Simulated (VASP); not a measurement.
The system is Gd.

```
CELL_PARAMETERS angstrom
3.31000 0.00000 0.00000
0.00000 3.31000 0.00000
0.00000 0.00000 3.31000
ATOMIC_POSITIONS crystal
Gd 0.00000 0.00000 0.00000
```

This isn't the form of Gd at room conditions, which is hcp.

| Quantity | Value |
| --- | --- |
| Program | VASP 6.6.1 |
| Task | relaxation of cell and atoms |
| Functional | PBEsol |
| Potentials or basis | VASP PAW PBE potentials, release 64 (Gd) |
| Cutoff | 600 eV |
| k mesh | 14 × 14 × 14 |
| Occupations | fermi-dirac, width 0.05 eV |
| Spin | collinear spin, ferromagnetic start |
| Starting moments | [7.0] μB |

At the start: pressure -2.8 GPa; volume 36.26 Å³/atom.

Question: How do energy, volume and symmetry change on relaxing?

Answer: Over 3 steps the energy falls by 38.9 meV/atom and the volume is 32.27 Å³/atom (-11.0 %); space group Pm-3m (No. 221, to 0.1 Å) before and after; moment 7.86 μB per cell.

The path:
| step | energy change (eV) | largest force (eV/Å) | pressure (GPa) | volume (Å³) |
| --- | --- | --- | --- | --- |
| 1 | 0.0000 | 0.0000 | -2.79 | 36.26 |
| 2 | -0.0369 | 0.0000 | -0.71 | 33.04 |
| 3 | -0.0389 | 0.0000 | -0.07 | 32.27 |

Final structure:
```
Gd
1.0
     3.18372    0.00000    0.00000
     0.00000    3.18372    0.00000
     0.00000    0.00000    3.18372
Gd
1
Direct
  0.00000 0.00000 0.00000
```

Caveat: the PAW data sets were made with another functional, which shifts forces and pressure a little; semilocal functionals describe open f shells poorly, which spoils levels, moments and volumes.
